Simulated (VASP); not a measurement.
# MnS: elastic constants with LDA

MnS:

```
Mn S
1.0
     0.00000    2.47346    2.47346
     2.47346    0.00000    2.47346
     2.47346    2.47346    0.00000
Mn S
1 1
Direct
  0.00000 0.00000 0.00000
  0.75000 0.75000 0.75000
```

| Property | Result |
| --- | --- |
| Program | VASP 6.6.1 |
| Task | elastic constants |
| Functional | LDA |
| Potentials or basis | VASP PAW LDA potentials, release 64 (Mn_pv, S) |
| Cutoff | 600 eV |
| k mesh | 7 × 7 × 7 |
| Occupations | fermi-dirac, width 0.05 eV |
| Spin | collinear spin, ferromagnetic start |
| Starting moments | [4.0, 0.0] μB |
| Dipole correction | no |
| Ions in elastic constants | relaxed |
| Further INCAR settings | ALGO = Normal; EDIFF = 1e-08; NBANDS = 20; IBRION = 6; POTIM = 0.015; NSW = 1; ISIF = 3 |

| Property | Result |
| --- | --- |
| Net moment | 0.16 μB per cell |
| Site moments | Mn +0.16; S -0.00 μB |
| Valence electrons inside the program's atomic spheres | Mn 12.03; S 3.73 |
| Elastic constants C11, C12, C44 | 133, 140, 20 GPa |
| Voigt bulk modulus | 137 GPa |
| Highest phonon frequency at Γ, LO-TO splitting left out | 413 cm⁻¹ |

Phonon frequencies in cm⁻¹ (negative: imaginary):
| q point | frequencies |
| --- | --- |
| (0.000, 0.000, 0.000) | 0 0 0 413 413 413 |

Elastic tensor in Voigt notation (GPa, in the Cartesian axes of the cell as first typed):
```
133 140 140   0   0   0
140 133 140   0   0   0
140 140 133   0   0   0
  0   0   0  20   0   0
  0   0   0   0  20   0
  0   0   0   0   0  20
```

Clamped-ion elastic tensor (GPa):
```
133 140 140   0   0   0
140 133 140   0   0   0
140 140 133   0   0   0
  0   0   0  99   0   0
  0   0   0   0  99   0
  0   0   0   0   0  99
```

It took 13 min on 1 thread of AMD EPYC 9R45 96-Core Processor (Zen 5), on a shared host, peak memory 0.28 GiB.

Caveat: the cell is under stress, which shifts elastic constants; the elastic tensor has a negative eigenvalue, so either the cell is unstable as it stands or the mesh is too thin; the moment fell far below its start of 4 μB, so a state of higher moment may lie lower in energy.
